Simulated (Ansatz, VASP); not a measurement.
**GaP in VASP and in Ansatz**

```xyz
2
Lattice="0.0000 2.6162 2.7252 2.7252 0.0000 2.7252 2.7252 2.6162 0.0000" Properties=species:S:1:pos:R:3 pbc="T T T"
Ga    0.0000    0.0000    0.0000
P     4.0879    3.9244    4.0879
```

Change from the starting cell: strain -0.0400 x Voigt [0, 1, 0, 0, 0, 0], atoms carried along.

Alike in both runs: task single point; functional PBE; k mesh 8 × 8 × 8; occupations gaussian, width 0.05 eV; no spin polarisation.

|  | VASP | Ansatz |
| --- | --- | --- |
| version | VASP 6.6.1 | Ansatz 0.2.0 |
| potentials or method | VASP PAW PBE potentials, release 64 (Ga_d, P), cutoff 520 eV | scalar-relativistic, plane waves, PAW |
| valence electrons in the cell | 18 | 18 |

|  | VASP | Ansatz | Ansatz less VASP |
| --- | --- | --- | --- |
| gap on the k mesh at the Fermi level (eV) | 1.18 | 1.18 | 0.000 |
| least direct gap on the mesh (eV) | 2.01 | 2.01 | 0.000 |
| pressure (GPa) | 6.3 | 6.4 | +0.11 |
| traceless stress, the component that is largest in VASP (GPa) | 1.84 | 1.84 | -0.007 |
